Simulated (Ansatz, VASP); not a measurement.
# Two plane-wave programs on Al12H

```
Al H
1.0
     5.71430    0.00000    0.00000
    -2.85715    4.94873    0.00000
     0.00000    0.00000   21.60164
Al H
12 1
Direct
  0.33333 0.16667 0.18517
  0.33333 0.66667 0.18517
  0.83333 0.16667 0.18517
  0.83333 0.66667 0.18517
  0.16667 0.33333 0.29169
  0.16667 0.83333 0.29169
  0.66667 0.33333 0.29169
  0.66667 0.83333 0.29169
  0.00000 0.00000 0.39819
  0.00000 0.50000 0.39819
  0.50000 0.00000 0.39819
  0.50000 0.50000 0.39819
  0.16667 0.83333 0.49402
```

Alike in both runs: task single point; functional PBE; k mesh 6 × 6 × 1; occupations gaussian, width 0.1 eV; collinear spin.

|  | VASP | Ansatz |
| --- | --- | --- |
| version | VASP 6.6.1 | Ansatz 0.2.0 |
| potentials or method | VASP PAW PBE potentials, release 64 (Al, H), cutoff 520 eV | scalar-relativistic, plane waves, PAW |
| valence electrons in the cell | 37 | 37 |

```tsv
	VASP	Ansatz	Ansatz less VASP
gap on the k mesh at the Fermi level (eV)	none	none	-
rms of the force components (eV/Å)	0.282	0.282	+0.0002
net moment per atom (μB)	0.00	0.00	0.000
```

Atom by atom the forces differ by 0.001 eV/Å (rms over components). A gap of «none» marks a metal or a gap that the smearing closes. The functional is the same, so the differences come from potentials, cutoffs and numerics. Ansatz's warnings: seeded moment not kept.
